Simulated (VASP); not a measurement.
# KBr (Pm-3m) in VASP: G0W0 quasiparticle levels with r2SCAN

Aim: the G0W0 quasiparticle levels of KBr with r2SCAN.

Program: VASP 6.6.1. These are calculated values, not measurements. Logs are shortened: lines on timing, memory, paths and dates and some standing lists are left out, and cuts for length are marked.

## Step 1: The cell of the first run

Symmetry: Pm-3m, No. 221, cubic system. Conventional cell: a = 3.976 Å, b = 3.976 Å, c = 3.976 Å, α = 90.00°, β = 90.00°, γ = 90.00°. Within 4.5 Å of K (site symmetry m-3m) lie 8 Br at 3.44 Å and 6 K at 3.98 Å. Br (site symmetry m-3m) has 8 K at 3.44 Å and 6 Br at 3.98 Å within 4.5 Å.

## Step 2: G0W0 quasiparticle levels, r2SCAN

The input, POSCAR:

```
KBr
1.0
    3.9758690659      0.0000000000      0.0000000000
    0.0000000000      3.9758690659      0.0000000000
    0.0000000000      0.0000000000      3.9758690659
K Br
1 1
Direct
    0.0000000000      0.0000000000      0.0000000000
    0.5000000000      0.5000000000      0.5000000000
```

The input, INCAR.step1:

```
SYSTEM = KBr
  ALGO = Normal
  EDIFF = 1E-8
  ENCUT = 500
  ISMEAR = 0
  LASPH = .True.
  LCHARG = .False.
  LMIXTAU = .True.
  LREAL = .False.
  LWAVE = .True.
  METAGGA = R2SCAN
  NELM = 60
  PREC = Accurate
  SIGMA = 0.01
```

The input, INCAR.step2:

```
SYSTEM = KBr
  ALGO = Exact
  EDIFF = 1E-8
  ENCUT = 500
  ISMEAR = 0
  ISTART = 1
  LASPH = .True.
  LCHARG = .False.
  LMIXTAU = .True.
  LOPTICS = .True.
  LREAL = .False.
  LWAVE = .True.
  METAGGA = R2SCAN
  NBANDS = 110
  NELM = 1
  PREC = Accurate
  SIGMA = 0.01
```

The input, INCAR.step3:

```
SYSTEM = KBr
  ALGO = EVGW0
  EDIFF = 1E-8
  ENCUT = 500
  ENCUTGW = 80.0
  ISMEAR = 0
  ISTART = 1
  LASPH = .True.
  LCHARG = .False.
  LMIXTAU = .True.
  LREAL = .False.
  LWAVE = .False.
  METAGGA = R2SCAN
  NBANDS = 110
  NBANDSGW = 16
  NELMGW = 1
  NOMEGA = 96
  OMEGAMAX = 30
  PREC = Accurate
  PRECFOCK = Fast
  SIGMA = 0.01
```

The input, KPOINTS:

```
k-points
0
Gamma
  4 4 4
  0 0 0
```

Potentials or basis: VASP PAW PBE potentials, release 64 (K_sv_GW, Br_GW).

Command:

```console
$ cat potpaw_PBE.64/K_sv_GW/POTCAR potpaw_PBE.64/Br_GW/POTCAR > POTCAR
$ cp INCAR.step1 INCAR
$ mpirun -np 1 vasp_std > vasp.out
$ cp INCAR.step2 INCAR
$ mpirun -np 1 vasp_std > vasp.out
$ cp INCAR.step3 INCAR
$ mpirun -np 1 vasp_std > vasp.out
```

OUTCAR:

```text
SYSTEM = KBr
   EDIFF = 1E-8
   ENCUT = 500
   ENCUTGW = 80.0
   ISMEAR = 0
   ISTART = 1
   LASPH = .True.
   LREAL = .False.
   METAGGA = R2SCAN
   NELMGW = 1
   PREC = Accurate
   PRECFOCK = Fast

 ion  position               nearest neighbor table
   1  0.000  0.000  0.000-
   2  0.500  0.500  0.500-

  LATTYP: Found a simple cubic cell.
 ALAT       =     3.9758690659

  Lattice vectors:

 A1 = (   3.9758690659,   0.0000000000,   0.0000000000)
 A2 = (   0.0000000000,   3.9758690659,   0.0000000000)
 A3 = (   0.0000000000,   0.0000000000,   3.9758690659)

Analysis of symmetry for initial positions (statically):
=====================================================================
 Subroutine PRICEL returns:
 Original cell was already a primitive cell.

 Routine SETGRP: Setting up the symmetry group for a
 simple cubic supercell.

 Subroutine GETGRP returns: Found 48 space group operations
 (whereof 48 operations were pure point group operations)
 out of a pool of 48 trial point group operations.

The static configuration has the point symmetry O_h .

Analysis of symmetry for dynamics (positions and initial velocities):
=====================================================================
 Subroutine PRICEL returns:
 Original cell was already a primitive cell.

 Routine SETGRP: Setting up the symmetry group for a
 simple cubic supercell.

 Subroutine GETGRP returns: Found 48 space group operations
 (whereof 48 operations were pure point group operations)
 out of a pool of 48 trial point group operations.

The dynamic configuration has the point symmetry O_h .

 Subroutine INISYM returns: Found 48 space group operations
 (whereof 48 operations are pure point group operations),
 and found     1 'primitive' translations

----------------------------------------------------------------------------------------

                                     Primitive cell

  volume of cell :      62.8487

  direct lattice vectors                    reciprocal lattice vectors
[... 49 lines left out ...]
  0.500000  0.500000  0.000000      3.000000
  0.250000  0.250000  0.250000      8.000000
  0.500000  0.250000  0.250000     12.000000
  0.500000  0.500000  0.250000      6.000000
  0.500000  0.500000  0.500000      1.000000
   k-points           NKPTS =     10   k-points in BZ     NKDIM =     64   number of bands    NBANDS=    110
   number of dos      NEDOS =    301   number of ions     NIONS =      2
   total plane-waves  NPLWV =  27000
   dimension x,y,z NGX =    30 NGY =   30 NGZ =   30
   dimension x,y,z NGXF=    60 NGYF=   60 NGZF=   60
   ions per type =               1   1
   NGX,Y,Z   is equivalent  to a cutoff of  12.54, 12.54, 12.54 a.u.
   NGXF,Y,Z  is equivalent  to a cutoff of  25.09, 25.09, 25.09 a.u.
 SYSTEM =  KBr
   PREC   = accura    normal or accurate (medium, high low for compatibility)
   ISTART =      1    job   : 0-new  1-cont  2-samecut
   ICHARG =      0    charge: 1-file 2-atom 10-const
   ISPIN  =      1    spin polarized calculation?
   LNONCOLLINEAR =      F non collinear calculations
   LSORBIT =      F    spin-orbit coupling
   LASPH  =      T    aspherical Exc in radial PAW
   ENCUT  =  500.0 eV  36.75 Ry    6.06 a.u.   7.25  7.25  7.25*2*pi/ulx,y,z
   NELM   =     60;   NELMIN=  2; NELMDL=  0     # of ELM steps
   EDIFF  = 0.1E-07   stopping-criterion for ELM
   LREAL  =      F    real-space projection
   EDIFFG = 0.1E-06   stopping-criterion for IOM
   NSW    =      0    number of steps for IOM
   IBRION =     -1    ionic relax: 0-MD 1-quasi-New 2-CG
   NFREE  =      0    steps in history (QN), initial steepest desc. (CG)
   ISIF   =      0    stress and relaxation
   ISYM   =      3    0-nonsym 1-usesym 2-fastsym
   POTIM  = 0.5000    time-step for ionic-motion
   TEBEG  =    0.0;   TEEND  =   0.0 temperature during run
   PSTRESS=    0.0 pullay stress
   NELECT =      16.0000    total number of electrons
   NUPDOWN=      -1.0000    fix difference up-down
   EMIN   =  10.00;   EMAX   =-10.00  energy-range for DOS
   EFERMI =   0.00;   METHOD = LEGACY
   ISMEAR =     0;   SIGMA  =   0.01  broadening in eV -4-tet -1-fermi 0-gaus
   EFERMI_NEDOS =   21; number of points for ismear=-14 and -15
   IALGO  =     38    algorithm
   IMIX   =      4    mixing-type and parameters
     AMIX     =   0.40;   BMIX     =  1.00
     AMIX_MAG =   1.60;   BMIX_MAG =  1.00
  volume/ion in A,a.u.               =      31.42       212.06
  Fermi-wavevector in a.u.,A,eV,Ry     =   1.037567  1.960717 14.647283  1.076545
  Thomas-Fermi vector in A             =   2.172011
   LORBIT       =      0    0 simple, 1 ext, 2 COOP (PROOUT), +10 PAW based schemes
   METAGGA = R2SCAN    functional components
   LHFCALC =     T    Hartree Fock is set to
   PRECFOCK=fast      Normal, Fast or Accurate (Low or Medium for compatibility)
   ENCUT4O =  -1.0   cutoff for four orbital integrals eV
   NKREDX  =     1    reduce k-point grid by
   NKREDY  =     1    reduce k-point grid by
   NKREDZ  =     1    reduce k-point grid by
   AEXX    =    1.0000 exact exchange contribution
   HFSCREEN=    0.0000 screening length (either q_TF or 0.3 A-1)
   HFSCREENC=   0.0000 screening length for correlation (either q_TF or 0.3 A-1)
   ENCUTFOCK=  -1.0 apply spherical cutoff to Coloumb kernel
   IVDW    =     0    specifies the selected vdW correction
   LEPSILON=     F    determine dielectric tensor
   LRPA    =     F    only Hartree local field effects (RPA)
   LRPAFORCE           =     F    calculate RPA forces
   ENCUTGW             =  80.0    cutoff for response function in eV
   ENCUTGWSOFT         =  64.0    soft cutoff for Coulomb kernel in GW response function in eV
   ENCUTLF             =  -1.0    cutoff for local field effects
   NELMGW              =     1    number of iterations in solving QP/BSE equation
   NELMHF              =     1    number of iterations in the inner HF iteration
   NKREDLFX            =     1    NKREDLFY  =   1   NKREDLFZ  =   1
 non-spin polarized calculation
 Gauss-broadening in eV      SIGMA  =   0.01
  energy-cutoff  :      500.00
  volume of cell :       62.85
 maximum number of plane-waves:      1628
 NGX is ok and might be reduce to    30
  NGX = 16; NGY = 16; NGZ = 16
   NGX = 15   NGY = 15   NGZ = 15
 maximum number of plane-waves:       112
 NGX is ok and might be reduce to    14

 QP shifts <psi_nk| G(iteration)W_0 |psi_nk>: iteration 1
 for sc-GW calculations column KS-energies equals QP-energies in previous step
 and V_xc(KS)=  KS-energies - (<T + V_ion + V_H > + <T+V_H+V_ion>^1  + <V_x>^1)

 k-point   1 :       0.0000    0.0000    0.0000
  band No.  KS-energies  QP-energies   sigma(KS)   V_xc(KS)     V^pw_x(r,r')   Z            occupation Imag(sigma)

      1     -29.2892     -30.5594     -21.8861     -19.8803     -30.7079       0.6332       2.0000       0.4745
      2     -12.9080     -13.4878     -15.5416     -14.7418     -22.0862       0.7248       2.0000       1.2834
      3     -11.9350     -14.4136     -21.5079     -18.4784     -24.7105       0.8182       2.0000       0.0949
      4     -11.9350     -14.4136     -21.5079     -18.4784     -24.7105       0.8182       2.0000       0.0949
      5     -11.9350     -14.4136     -21.5079     -18.4784     -24.7105       0.8182       2.0000       0.0949
      6       0.1386      -1.1164     -14.7071     -13.1645     -16.5750       0.8135       2.0000       0.0622
[... 175 lines left out ...]
      2     -12.4639     -13.0005     -15.8731     -15.1286     -22.2797       0.7207       2.0000       1.1611
      3     -12.0593     -14.5458     -21.3215     -18.2737     -24.5187       0.8158       2.0000       0.0911
      4     -12.0593     -14.5458     -21.3215     -18.2737     -24.5187       0.8158       2.0000       0.0911
      5     -12.0593     -14.5458     -21.3215     -18.2737     -24.5187       0.8158       2.0000       0.0911
      6      -1.1435      -2.5888     -13.8366     -12.0409     -15.8484       0.8048       2.0000       0.0771
[... 8 lines left out ...]
     15      12.3980      15.4375      -9.8650     -13.5468      -6.3134       0.8255       0.0000      -0.0974
     16      12.3980      15.4375      -9.8650     -13.5468      -6.3134       0.8255       0.0000      -0.0974
```

OUTCAR.step2:

```text
SYSTEM = KBr
   EDIFF = 1E-8
   ENCUT = 500
   ISMEAR = 0
[... 770 lines left out ...]
  --------------------------------------------------------------------------------------------------------------
     0.00000     2.96984     2.96984     2.96984    -0.00000    -0.00000     0.00000
     1.31070     3.01287     3.01287     3.01287    -0.00000    -0.00000     0.00000
     2.62140     3.16198     3.16198     3.16198    -0.00000    -0.00000     0.00000
     3.93210     3.51342     3.51342     3.51342    -0.00000    -0.00000     0.00000
     5.24280     3.65986     3.65986     3.65986    -0.00000    -0.00000     0.00000
     6.55351     4.94898     4.94898     4.94898    -0.00000    -0.00000     0.00000
[... 92 lines left out ...]
   128.44871     0.97888     0.97888     0.97888     0.00000     0.00000    -0.00000
   129.75941     0.97933     0.97933     0.97933     0.00000     0.00000    -0.00000
```

Run time: 3.1 min. Hardware: 1 thread of Intel Xeon Platinum 8488C (Sapphire Rapids), shared host; peak memory 0.85 GiB.

What came out:

```yaml
Quasiparticle_gap: 6.49 eV
Least_direct_quasiparticle_gap: 6.82 eV
Band_gap_of_the_starting_levels_on_the_mesh: 4.76 eV
Least_direct_gap_of_the_starting_levels_on_the_mesh: 5.04 eV
```

Caveat: the k points lie up to 0.40 Å⁻¹ apart; bands, screening cutoff and mesh are small and nothing is extrapolated, so the quasiparticle values aren't converged.
